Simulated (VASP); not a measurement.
Write the native input for VASP 6.6.1 that does the following.

| Property | Result |
| --- | --- |
| Task | single point |
| Functional | r2SCAN |
| Potentials or basis | VASP PAW PBE potentials, release 64 (Na_pv, I) |
| Cutoff | 520 eV |
| k mesh | 6 × 6 × 6 |
| Occupations | gaussian, width 0.05 eV |
| Spin | no spin polarisation |
| Dipole correction | no |
| Further INCAR settings | ALGO = Normal; EDIFF = 1e-06; NBANDS = 14 |

The system is NaI.

```xyz
2
Lattice="0.0000 3.2849 3.2849 3.2849 0.0000 3.2849 3.2849 3.2849 0.0000" Properties=species:S:1:pos:R:3 pbc="T T T"
Na    0.0000    0.0000    0.0000
I     3.2849    3.2849    3.2849
```

This cell differs from its parent crystal: strain +0.015 along x and y, +0.015 along z.

These files were run (other wordings do the same):

POSCAR

```
NaI
1.0
    0.0000000000      3.2849460000      3.2849460000
    3.2849460000      0.0000000000      3.2849460000
    3.2849460000      3.2849460000      0.0000000000
Na I
1 1
Direct
    0.0000000000      0.0000000000      0.0000000000
    0.5000000000      0.5000000000      0.5000000000
```

INCAR.step1

```
ALGO = Normal
EDIFF = 1E-4
ENCUT = 520
GGA = PE
ISMEAR = 0
LASPH = True
LCHARG = False
LREAL = False
LWAVE = True
NBANDS = 14
NELM = 60
PREC = Accurate
SIGMA = 0.05
```

INCAR.step2

```
ALGO = Normal
EDIFF = 1E-6
ENCUT = 520
ISIF = 2
ISMEAR = 0
ISTART = 1
LASPH = True
LCHARG = True
LELF = True
LMIXTAU = True
LREAL = False
LVHAR = True
LWAVE = False
METAGGA = R2SCAN
NBANDS = 14
NELM = 60
PREC = Accurate
SIGMA = 0.05
```

KPOINTS

```
k-points
0
Gamma
  6 6 6
```

Potentials or basis: VASP PAW PBE potentials, release 64 (Na_pv, I).

Launch:

```sh
$ cat potpaw_PBE.64/Na_pv/POTCAR potpaw_PBE.64/I/POTCAR > POTCAR
$ cp INCAR.step1 INCAR
$ mpirun -np 1 vasp_std > vasp.out
$ cp INCAR.step2 INCAR
$ mpirun -np 1 vasp_std > vasp.out
```

It gave:

| Quantity | Value |
| --- | --- |
| Pressure | -0.8 GPa |
| Band gap on the k mesh | 4.31 eV |

Caveat: the cell differs from its parent crystal (strain +0.015 along x and y, +0.015 along z); the PAW data sets were made with another functional, which shifts forces and pressure a little; spin-orbit coupling is left out, which moves the levels of the heavy elements.

Run time: 33 s on 1 thread of Intel(R) Xeon(R) 6975P-C (Granite Rapids), with other jobs on the host, peak memory 0.21 GiB.
